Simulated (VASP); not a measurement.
# Ti (Fm-3m) in VASP: notebook, part 2 of 3

VASP 6.6.1. The steps go on from the part before.

### 4 Single point, PBEsol (strain -0.025 along x and y, -0.025 along z)

INCAR

```
PREC = Accurate
ENCUT = 520
EDIFF = 1E-6
ISMEAR = 0
SIGMA = 0.15
LREAL = F
LASPH = T
NELM = 60
ALGO = Normal
ISIF = 2
LWAVE = F
LCHARG = F
GGA = PS
NBANDS = 12
```

KPOINTS

```
Automatic mesh
0
Gamma
  26 26 26
```

POSCAR

```
Ti
1.0
    0.0000000000      1.9772231227      1.9772231227
    1.9772231227      0.0000000000      1.9772231227
    1.9772231227      1.9772231227      0.0000000000
Ti
1
Direct
    0.0000000000      0.0000000000      0.0000000000
```

Potentials or basis: VASP PAW PBE potentials, release 64 (Ti_sv).

Started as:

```console
> cat potpaw_PBE.64/Ti_sv/POTCAR > POTCAR
> mpirun -np 1 vasp_std > vasp.out
```

OUTCAR:

```text
PREC = Accurate
   ENCUT = 520
   EDIFF = 1E-6
   ISMEAR = 0
   LREAL = F
   LASPH = T
   NELM = 60
   ISIF = 2
   GGA = PS

 ion  position               nearest neighbor table
   1  0.000  0.000  0.000-

  LATTYP: Found a face centered cubic cell.
 ALAT       =     3.9544462454

  Lattice vectors:

 A1 = (   0.0000000000,   1.9772231227,   1.9772231227)
 A2 = (   1.9772231227,   0.0000000000,   1.9772231227)
 A3 = (   1.9772231227,   1.9772231227,   0.0000000000)

Analysis of symmetry for initial positions (statically):
=====================================================================
 Subroutine PRICEL returns:
 Original cell was already a primitive cell.

 Routine SETGRP: Setting up the symmetry group for a
 face centered cubic supercell.

 Subroutine GETGRP returns: Found 48 space group operations
 (whereof 48 operations were pure point group operations)
 out of a pool of 48 trial point group operations.

The static configuration has the point symmetry O_h .

Analysis of symmetry for dynamics (positions and initial velocities):
=====================================================================
 Subroutine PRICEL returns:
 Original cell was already a primitive cell.

 Routine SETGRP: Setting up the symmetry group for a
 face centered cubic supercell.

 Subroutine GETGRP returns: Found 48 space group operations
 (whereof 48 operations were pure point group operations)
 out of a pool of 48 trial point group operations.

The dynamic configuration has the point symmetry O_h .

 Subroutine INISYM returns: Found 48 space group operations
 (whereof 48 operations are pure point group operations),
 and found     1 'primitive' translations

----------------------------------------------------------------------------------------

                                     Primitive cell

  volume of cell :      15.4596
[... 112 lines left out ...]
   GGA     = PS    functional components
   LHFCALC =     F    Hartree Fock is set to
   AEXX    =    0.0000 exact exchange contribution
   IVDW    =     0    specifies the selected vdW correction
   LEPSILON=     F    determine dielectric tensor
   LRPA    =     F    only Hartree local field effects (RPA)
 non-spin polarized calculation
 Gauss-broadening in eV      SIGMA  =   0.15
  energy-cutoff  :      520.00
  volume of cell :       15.46
 maximum number of plane-waves:       444
 NGX is ok and might be reduce to    24
   NGX = 11   NGY = 11   NGZ = 11

 number of electron      11.9999998 magnetization

 Free energy of the ion-electron system (eV)
  ---------------------------------------------------
  ext. energy  EPLUGINS =         0.00000000
  ---------------------------------------------------
  free energy    TOTEN  =        -8.25877264 eV

  energy without entropy =       -8.24186825  energy(sigma->0) =       -8.25032045

 E-fermi :   9.3870     XC(G=0): -12.2036

 val. band max:        9.3827631674   @ k =  -0.3846   0.3077   0.1538
 cond. band min:       9.3882803692   @ k =   0.2692   0.0385   0.0000
 fundamental gap:      0.0055172018
 Fermi energy:         9.3869957542

 k-point     1 :       0.0000    0.0000    0.0000
  band No.  band energies     occupation
      1     -46.9102      2.00000
      2     -22.6988      2.00000
      3     -22.6988      2.00000
      4     -22.6988      2.00000
      5       3.0297      2.00000
      6      10.3235      0.00000
      7      10.3235      0.00000
      8      10.3235      0.00000
      9      12.2289      0.00000
     10      12.2289      0.00000
     11      25.2972      0.00000
     12      30.3155      0.00000
[... 331 lines left out ...]
 k-point    24 :       0.3846    0.0385    0.0000
  band No.  band energies     occupation
      1     -46.7408      2.00000
      2     -23.5351      2.00000
      3     -22.8132      2.00000
      4     -22.8048      2.00000
      5       6.2439      2.00000
      6       9.5936      0.05147
      7      10.2883      0.00000
      8      10.3771      0.00000
      9      13.0055      0.00000
     10      13.1893      0.00000
     11      20.5159      0.00000
     12      25.1842      0.00000

 [... further k-points ...]

------------------------ aborting loop because EDIFF is reached ----------------------------------------

  FORCE on cell =-STRESS in cart. coord.  units (eV):
  Direction    XX          YY          ZZ          XY          YZ          ZX
  --------------------------------------------------------------------------------------
  -------------------------------------------------------------------------------------
  Total        0.9210763      0.9210763      0.9210763      0.0000000     -0.0000000      0.0000000
  in kB       95.4573004     95.4573004     95.4573004      0.0000000     -0.0000000      0.0000000
  external PRESSURE =      95.4573004 kB  Pullay stress =       0.0000000 kB

 VOLUME and BASIS-vectors are now :
 -----------------------------------------------------------------------------
  energy-cutoff  :      520.00
  volume of cell :       15.46
      direct lattice vectors                 reciprocal lattice vectors
     0.000000000  1.977223123  1.977223123    -0.252879907  0.252879907  0.252879907
     1.977223123  0.000000000  1.977223123     0.252879907 -0.252879907  0.252879907
     1.977223123  1.977223123  0.000000000     0.252879907  0.252879907 -0.252879907

 POSITION                                       TOTAL-FORCE (eV/Angst)
 -----------------------------------------------------------------------------------
      0.00000      0.00000      0.00000         0.000000      0.000000     -0.000000
 -----------------------------------------------------------------------------------
    total drift:                               -0.000000      0.000000      0.000000

  FREE ENERGIE OF THE ION-ELECTRON SYSTEM (eV)
  ---------------------------------------------------
  free  energy   TOTEN  =        -8.2587726444 eV

  energy  without entropy=       -8.2418682478  energy(sigma->0) =       -8.25032045
```

Wall time 55 s (1 thread of Intel Xeon Platinum 8488C (Sapphire Rapids), shared host); peak memory 0.21 GiB.

Results:

* Free energy: -8.2588 eV
* Pressure: 9.5 GPa
* Band gap on the k mesh: zero (band 6 reaches 10.32 eV, above the bottom of band 7 at 8.81 eV)

Caveat: the cell differs from its parent crystal (strain -0.025 along x and y, -0.025 along z); the PAW data sets were made with another functional, which shifts forces and pressure a little.

### 5 Single point, PBEsol (strain +0.025 along x and y, +0.025 along z)

INCAR

```
PREC = Accurate ; ENCUT = 520
EDIFF = 1E-6 ; ISMEAR = 0
SIGMA = 0.15 ; LREAL = F
LASPH = T ; NELM = 100
ALGO = Fast ; ISIF = 2
LWAVE = F ; LCHARG = T
GGA = PS ; LELF = T
LVHAR = T ; NBANDS = 12
```

KPOINTS

```
regular mesh
0
Gamma
  26 26 26
```

POSCAR

```
Ti
1.0
    0.0000000000      2.0786191803      2.0786191803
    2.0786191803      0.0000000000      2.0786191803
    2.0786191803      2.0786191803      0.0000000000
Ti
1
Direct
    0.0000000000      0.0000000000      0.0000000000
```

Potentials or basis: VASP PAW PBE potentials, release 64 (Ti_sv).

Started as:

```console
> cat potpaw_PBE.64/Ti_sv/POTCAR > POTCAR
> mpirun -np 1 vasp_std > vasp.out
```

OUTCAR:

```text
PREC = Accurate
   ENCUT = 520
   EDIFF = 1E-6
   ISMEAR = 0
   LREAL = F
   LASPH = T
   NELM = 100
   ISIF = 2
   GGA = PS

 ion  position               nearest neighbor table
   1  0.000  0.000  0.000-

  LATTYP: Found a face centered cubic cell.
 ALAT       =     4.1572383606

  Lattice vectors:

 A1 = (   0.0000000000,   2.0786191803,   2.0786191803)
 A2 = (   2.0786191803,   0.0000000000,   2.0786191803)
 A3 = (   2.0786191803,   2.0786191803,   0.0000000000)

Analysis of symmetry for initial positions (statically):
=====================================================================
 Subroutine PRICEL returns:
 Original cell was already a primitive cell.

 Routine SETGRP: Setting up the symmetry group for a
 face centered cubic supercell.

 Subroutine GETGRP returns: Found 48 space group operations
 (whereof 48 operations were pure point group operations)
 out of a pool of 48 trial point group operations.

The static configuration has the point symmetry O_h .

Analysis of symmetry for dynamics (positions and initial velocities):
=====================================================================
 Subroutine PRICEL returns:
 Original cell was already a primitive cell.

 Routine SETGRP: Setting up the symmetry group for a
 face centered cubic supercell.

 Subroutine GETGRP returns: Found 48 space group operations
 (whereof 48 operations were pure point group operations)
 out of a pool of 48 trial point group operations.

The dynamic configuration has the point symmetry O_h .

 Subroutine INISYM returns: Found 48 space group operations
 (whereof 48 operations are pure point group operations),
 and found     1 'primitive' translations

----------------------------------------------------------------------------------------

                                     Primitive cell

  volume of cell :      17.9620
[... 112 lines left out ...]
   GGA     = PS    functional components
   LHFCALC =     F    Hartree Fock is set to
   AEXX    =    0.0000 exact exchange contribution
   IVDW    =     0    specifies the selected vdW correction
   LEPSILON=     F    determine dielectric tensor
   LRPA    =     F    only Hartree local field effects (RPA)
 non-spin polarized calculation
 RMM-DIIS sequential band-by-band and
 Gauss-broadening in eV      SIGMA  =   0.15
  energy-cutoff  :      520.00
  volume of cell :       17.96
 maximum number of plane-waves:       531
 NGX is ok and might be reduce to    24
   NGX = 11   NGY = 11   NGZ = 11

 number of electron      11.9999997 magnetization

 Free energy of the ion-electron system (eV)
  ---------------------------------------------------
  ext. energy  EPLUGINS =         0.00000000
  ---------------------------------------------------
  free energy    TOTEN  =        -8.26038318 eV

  energy without entropy =       -8.23995053  energy(sigma->0) =       -8.25016685

 E-fermi :   7.7436     XC(G=0): -11.4767

 val. band max:        7.7433277116   @ k =  -0.4615   0.3462   0.1538
 cond. band min:       7.7454327927   @ k =  -0.3077   0.3846   0.1154
 fundamental gap:      0.0021050811
 Fermi energy:         7.7436207782

 k-point     1 :       0.0000    0.0000    0.0000
  band No.  band energies     occupation
      1     -48.7958      2.00000
      2     -24.7862      2.00000
      3     -24.7862      2.00000
      4     -24.7862      2.00000
      5       1.7284      2.00000
      6       8.5974      0.00000
      7       8.5974      0.00000
      8       8.5974      0.00000
      9      10.1456      0.00000
     10      10.1456      0.00000
     11      22.8270      0.00000
     12      27.0924      0.00000
[... 331 lines left out ...]
 k-point    24 :       0.3846    0.0385    0.0000
  band No.  band energies     occupation
      1     -48.7034      2.00000
      2     -25.3001      2.00000
      3     -24.8590      2.00000
      4     -24.8538      2.00000
      5       4.8105      2.00000
      6       7.7864      0.68642
      7       8.5787      0.00000
      8       8.6508      0.00000
      9      10.7793      0.00000
     10      10.9270      0.00000
     11      17.2044      0.00000
     12      22.5865      0.00000

 [... further k-points ...]

------------------------ aborting loop because EDIFF is reached ----------------------------------------

  FORCE on cell =-STRESS in cart. coord.  units (eV):
  Direction    XX          YY          ZZ          XY          YZ          ZX
  --------------------------------------------------------------------------------------
  -------------------------------------------------------------------------------------
  Total       -0.8487720     -0.8487720     -0.8487720      0.0000000      0.0000000      0.0000000
  in kB      -75.7088870    -75.7088870    -75.7088870      0.0000000      0.0000000      0.0000000
  external PRESSURE =     -75.7088870 kB  Pullay stress =       0.0000000 kB

 VOLUME and BASIS-vectors are now :
 -----------------------------------------------------------------------------
  energy-cutoff  :      520.00
  volume of cell :       17.96
      direct lattice vectors                 reciprocal lattice vectors
     0.000000000  2.078619180  2.078619180    -0.240544302  0.240544302  0.240544302
     2.078619180  0.000000000  2.078619180     0.240544302 -0.240544302  0.240544302
     2.078619180  2.078619180  0.000000000     0.240544302  0.240544302 -0.240544302

 POSITION                                       TOTAL-FORCE (eV/Angst)
 -----------------------------------------------------------------------------------
      0.00000      0.00000      0.00000         0.000000      0.000000      0.000000
 -----------------------------------------------------------------------------------
    total drift:                                0.000000      0.000000     -0.000000

  FREE ENERGIE OF THE ION-ELECTRON SYSTEM (eV)
  ---------------------------------------------------
  free  energy   TOTEN  =        -8.2603831803 eV

  energy  without entropy=       -8.2399505284  energy(sigma->0) =       -8.25016685
```

OSZICAR:

```text
N       E                     dE             d eps       ncg     rms          rms(c)
DAV:   1     0.856242688645E+02    0.85624E+02   -0.65405E+03 12316   0.119E+03
DAV:   2    -0.513770920953E+01   -0.90762E+02   -0.88400E+02 12516   0.293E+02
DAV:   3    -0.937527768773E+01   -0.42376E+01   -0.41924E+01 17300   0.649E+01
[... 11 lines left out ...]
RMM:  15    -0.826036946378E+01   -0.15152E-04   -0.13512E-04 18834   0.721E-02    0.153E-02
RMM:  16    -0.826037752486E+01   -0.80611E-05   -0.75110E-05 16615   0.494E-02    0.928E-03
RMM:  17    -0.826038083428E+01   -0.33094E-05   -0.30549E-05 15870   0.461E-02    0.892E-03
RMM:  18    -0.826038230632E+01   -0.14720E-05   -0.19461E-05 13396   0.218E-02    0.238E-03
RMM:  19    -0.826038318030E+01   -0.87397E-06   -0.79060E-06 12161   0.144E-02
   1 F= -.82603832E+01 E0= -.82501669E+01  d E =-.204327E-01
```

Wall time 2 min (1 thread of Intel Xeon Platinum 8488C (Sapphire Rapids), shared host); peak memory 0.23 GiB.

Results:

```
Free energy            : -8.2604 eV
Pressure               : -7.6 GPa
Band gap on the k mesh : zero (band 6 reaches 8.60 eV, above the bottom of band 7 at 7.27 eV)
```

Levels at points of the mesh, in eV from the Fermi level:
```csv
k point,band 2,band 3,band 4,band 5,band 6,band 7,band 8,band 9,band 10,band 11
"(0.00, 0.00, 0.00)",-32.53,-32.53,-32.53,-6.02,0.85,0.85,0.85,2.40,2.40,15.08
"(0.50, 0.00, 0.00)",-33.14,-32.61,-32.61,-2.52,0.57,0.74,0.74,3.44,3.44,7.83
"(0.50, 0.50, 0.00)",-33.10,-32.74,-32.74,-2.47,-1.62,2.69,3.42,3.71,3.71,11.43
```

Caveat: the cell differs from its parent crystal (strain +0.025 along x and y, +0.025 along z); the PAW data sets were made with another functional, which shifts forces and pressure a little.

(Part 2 of 3 ends here.)
